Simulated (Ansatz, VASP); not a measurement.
**Two plane-wave programs on CoSn**

File INCAR:

```
ALGO = Fast
EDIFF = 1E-7
ENCUT = 520
GGA = PE
ISIF = 2
ISMEAR = 0
LASPH = T
LCHARG = F
LREAL = F
LWAVE = F
NBANDS = 44
NELM = 60
PREC = Accurate
SIGMA = 0.1
```

The input KPOINTS:

```
k-points
0
Gamma
  12 12 8
```

Contents of POSCAR:

```
CoSn
1.0
    4.9787899678      0.0000000000      0.0000000000
   -2.4893949839      4.3117585922      0.0000000000
    0.0000000000      0.0000000000      3.9764704230
Co Sn
3 3
Direct
    0.0000000000      0.5000000000      0.0000000000
    0.5000000000      0.5000000000      0.0000000000
    0.5000000000      0.0000000000      0.0000000000
    0.6666666667      0.3333333333      0.5000000000
    0.3333333333      0.6666666667      0.5000000000
    0.0000000000      0.0000000000      0.0000000000
```

Input for Ansatz:

```yaml
crystal:
  lattice:
    - [4.9787899678, 0.0, 0.0]
    - [-2.4893949839, 4.3117585922, 0.0]
    - [0.0, 0.0, 3.976470423]
  atoms:
    - { symbol: Co, position: [0.0, 0.5, 0.0] }
    - { symbol: Co, position: [0.5, 0.5, 0.0] }
    - { symbol: Co, position: [0.5, 0.0, 0.0] }
    - { symbol: Sn, position: [0.6666666667, 0.3333333333, 0.5] }
    - { symbol: Sn, position: [0.3333333333, 0.6666666667, 0.5] }
    - { symbol: Sn, position: [0.0, 0.0, 0.0] }
basis:
  ecutwfc: 420
kpoints:
  mp_grid: { grid: [12, 12, 8] }
hamiltonian:
  xc: pbe
scf:
  occupations: { method: gaussian, width: 0.1 }
output:
  forces: true
  stress: true
  eigenvalues: true
```

Change from the starting cell: equal strain along all axes, cell held, atoms relaxed: -6.0 %.

Alike in both runs: task single point; functional PBE; k mesh 12 × 12 × 8; occupations gaussian, width 0.1 eV; no spin polarisation.

|  | VASP | Ansatz |
| --- | --- | --- |
| version | VASP 6.6.1 | Ansatz 0.2.0 |
| potentials or method | VASP PAW PBE potentials, release 64 (Co, Sn_d), cutoff 520 eV | scalar-relativistic, plane waves, PAW |
| valence electrons in the cell | 69 | 93 |

```tsv
	VASP	Ansatz	Ansatz less VASP
gap on the k mesh at the Fermi level (eV)	none	none	-
pressure (GPa)	36.9	37.0	+0.12
traceless stress, the component that is largest in VASP (GPa)	-0.06	-0.05	+0.017
```

A gap of «none» marks a metal or a gap that the smearing closes. Both programs put the cell under a high pressure, so it lies far from rest at this level. With one functional, cell and mesh, what is left measures potentials, basis and numerics. VASP's potentials hold 69 valence electrons a cell and Ansatz's 93, so a difference there can come from the potentials and not from the codes.
